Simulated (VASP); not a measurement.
Ba: single point with PBE

The system is Ba.

```
Ba
1.0
    -2.59375    2.40625    2.50000
     2.59375   -2.40625    2.50000
     2.59375    2.40625   -2.50000
Ba
1
Direct
  0.00000 0.00000 0.00000
```

This cell differs from its parent crystal: strain +0.0375 x Voigt [1, -1, 0, 0, 0, 0].

```json
{
 "Program": "VASP 6.6.1",
 "Task": "single point",
 "Functional": "PBE",
 "Potentials or basis": "VASP PAW PBE potentials, release 64 (Ba_sv)",
 "Cutoff": "520 eV",
 "k mesh": "14 × 14 × 14",
 "Occupations": "gaussian, width 0.15 eV",
 "Spin": "no spin polarisation"
}
```

| Item | Value |
| --- | --- |
| Pressure | 0.2 GPa |
| Band gap on the k mesh | zero (band 5 reaches 2.12 eV, above the bottom of band 6 at 1.18 eV) |

Stress tensor (GPa, compression positive):
```
0.03 0.00 0.00
0.00 0.39 0.00
0.00 0.00 0.14
```

Levels at points of the mesh, in eV from the Fermi level:
```csv
k point,band 2,band 3,band 4,band 5,band 6,band 7,band 8,band 9
"(0.00, 0.00, 0.00)",-13.82,-13.81,-13.81,-2.76,1.62,1.87,2.08,2.95
"(0.50, 0.00, 0.00)",-14.28,-13.98,-13.83,-0.88,0.47,1.40,3.48,4.04
"(0.00, 0.50, 0.00)",-14.29,-13.95,-13.81,-0.92,0.94,1.16,2.89,3.69
"(0.50, 0.50, 0.00)",-14.29,-13.96,-13.82,-0.89,0.69,1.29,3.09,3.99
"(0.50, 0.50, 0.50)",-14.18,-14.14,-14.10,-0.61,-0.50,4.00,4.40,4.70
```

It took 3.5 min on 1 thread of Oxide Virtual Turin-like Processor, on a shared host, peak memory 0.37 GiB.

Caveat: the cell differs from its parent crystal (strain +0.0375 x Voigt [1, -1, 0, 0, 0, 0]); spin-orbit coupling is left out, which moves the levels of the heavy elements.
